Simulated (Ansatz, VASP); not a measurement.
# One calculation of Li3Be2NbP4, two programs

```
Li Be Nb P
1.0
     3.30812    0.00000    0.00000
     0.00000    3.30812    0.00000
     0.00000    0.00000   13.17405
Li Be Nb P
3 2 1 4
Cartesian
  0.0000 0.0000 6.5870
  0.0000 0.0000 0.0000
  1.6541 1.6541 6.5870
  1.6541 0.0000 9.8442
  0.0000 1.6541 3.3299
  1.6541 1.6541 0.0000
  0.0000 1.6541 11.7663
  1.6541 0.0000 5.1645
  1.6541 0.0000 1.4077
  0.0000 1.6541 8.0095
```

Change from the starting cell: species swapped into the Tl2FeCu3Te4 type (P-4m2, No. 115).

Alike in both runs: task single point; functional PBE; k mesh 6 × 6 × 2; occupations gaussian, width 0.1 eV; no spin polarisation.

|  | VASP | Ansatz |
| --- | --- | --- |
| version | VASP 6.6.1 | Ansatz 0.2.0 |
| potentials or method | VASP PAW PBE potentials, release 64 (Li_sv, Be, Nb_sv, P), cutoff 520 eV | scalar-relativistic, plane waves, PAW |
| valence electrons in the cell | 46 | 46 |

Ansatz gave:

| Property | Result |
| --- | --- |
| gap on the k mesh at the Fermi level (eV) | none |
| rms of the force components (eV/Å) | 2.180 |

Question: What did VASP give for the same quantities?

Answer: gap on the k mesh at the Fermi level (eV): none; rms of the force components (eV/Å): 2.183.

Atom by atom the forces differ by 0.013 eV/Å (rms over components). A gap of «none» marks a metal or a gap that the smearing closes. With one functional, cell and mesh, what is left measures potentials, basis and numerics.

Noted on VASP's run: the cutoff is under 1.25 times that of the potentials, so the pressure is a little rough.
